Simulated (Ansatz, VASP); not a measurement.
GaP: VASP beside Ansatz

File INCAR:

```
SYSTEM = GaP
ALGO = Normal ; EDIFF = 1E-6
ENCUT = 500 ; GGA_COMPAT = .False.
ISIF = 2 ; ISMEAR = 0
LASPH = .True. ; LCHARG = .False.
LREAL = .False. ; LWAVE = .False.
NBANDS = 16 ; NELM = 120
PREC = Accurate ; SIGMA = 0.01
```

Contents of KPOINTS:

```
k-points
0
Gamma
  6 6 6
  0 0 0
```

The input POSCAR:

```
GaP
1.0
    0.0000000000      2.7252500000      2.7252500000
    2.7252500000      0.0000000000      2.7252500000
    2.7252500000      2.7252500000      0.0000000000
Ga P
1 1
Direct
    0.0000000000      0.0000000000      0.0000000000
    0.7500000000      0.7500000000      0.7500000000
```

Input for Ansatz:

```yaml
crystal:
  lattice:
    bravais: fcc
    a: 5.4505
  space_group: 216
  atoms:
    - { symbol: Ga, position: [0.0, 0.0, 0.0] }
    - { symbol: P, position: [0.25, 0.25, 0.75] }
  reduce_to_primitive: true
basis:
  ecutwfc: 550.0
kpoints:
  mp_grid:
    grid: [6, 6, 6]
hamiltonian:
  xc: lda
scf:
  occupations:
    method: fixed
output:
  eigenvalues: true
```

Alike in both runs: task single point; functional LDA; k mesh 6 × 6 × 6; no spin polarisation.

|  | VASP | Ansatz |
| --- | --- | --- |
| version | VASP 6.6.1 | Ansatz 0.2.0 |
| potentials or method | VASP PAW LDA potentials, release 64 (Ga_d, P), cutoff 500 eV | plane waves, PAW |
| occupations | gaussian, width 0.01 eV | fixed |
| valence electrons in the cell | 18 | 18 |

```tsv
	VASP	Ansatz	Ansatz less VASP
gap on the k mesh at the Fermi level (eV)	1.49	1.49	+0.001
```

LDA's correlation is that of Perdew and Zunger in VASP and of Perdew and Wang (1992) in Ansatz.
